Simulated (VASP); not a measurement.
**MgO: single point with r2SCAN**

MgO:

```xyz
4
Lattice="3.4841 0.0000 0.0000 -1.7421 3.0173 0.0000 0.0000 0.0000 4.1857" Properties=species:S:1:pos:R:3 pbc="T T T"
Mg    1.7421    1.0058    3.1393
Mg    0.0000    2.0115    1.0464
O     1.7421    0.9683    1.0464
O     0.0000    1.9740    3.1393
```

This cell differs from its parent crystal: all O atoms moved +0.037 Å, as atom 3 towards its neighbour atom 2 (Mg) at 2.012 Å.

```yaml
Program: VASP 6.6.1
Task: single point
Functional: r2SCAN
Potentials_or_basis: VASP PAW PBE potentials, release 64 (Mg, O)
Cutoff: 520 eV
k_mesh: 6 × 6 × 6
Occupations: gaussian, width 0.05 eV
Spin: no spin polarisation
Dipole_correction: no
Further_INCAR_settings: ALGO = Normal; EDIFF = 1e-06; NBANDS = 16
```

```
Pressure               : -0.7 GPa
Largest force          : 0.371 eV/Å
Band gap on the k mesh : 4.08 eV, direct
```

Forces on the atoms (eV/Å):
```
Mg   0.000 -0.327  0.000
Mg   0.000 -0.370  0.000
O    0.000  0.371  0.000
O    0.000  0.327  0.000
```

Stress tensor (GPa, compression positive):
```
-0.55  0.00  0.00
 0.00 -0.39  0.00
 0.00  0.00 -1.02
```

Levels at points of the mesh, in eV from the valence-band top:
| k point | band 6 | band 7 | band 8 | band 9 | band 10 | band 11 |
| --- | --- | --- | --- | --- | --- | --- |
| (0.00, 0.00, 0.00) | -0.83 | -0.83 | 0.00 | 4.08 | 10.37 | 13.16 |
| (0.50, 0.00, 0.00) | -1.97 | -1.31 | -0.54 | 7.66 | 10.00 | 10.62 |
| (0.00, 0.50, 0.00) | -1.97 | -1.31 | -0.54 | 7.66 | 10.00 | 10.62 |
| (0.00, 0.00, 0.50) | -1.35 | -1.28 | -1.28 | 7.13 | 7.13 | 13.82 |
| (0.50, 0.00, 0.50) | -1.54 | -0.83 | -0.83 | 8.01 | 8.03 | 12.98 |
| (0.00, 0.50, 0.50) | -1.52 | -0.84 | -0.82 | 8.00 | 8.04 | 12.95 |

Wall time 110 s on 1 thread of Intel(R) Xeon(R) Platinum 8259CL CPU @ 2.50GHz (Skylake/Cascade Lake), with other jobs on the host, peak memory 0.19 GiB.

Caveat: the cell differs from its parent crystal (all O atoms moved +0.037 Å, as atom 3 towards its neighbour atom 2 (Mg) at 2.012 Å); the PAW data sets were made with another functional, which shifts forces and pressure a little.
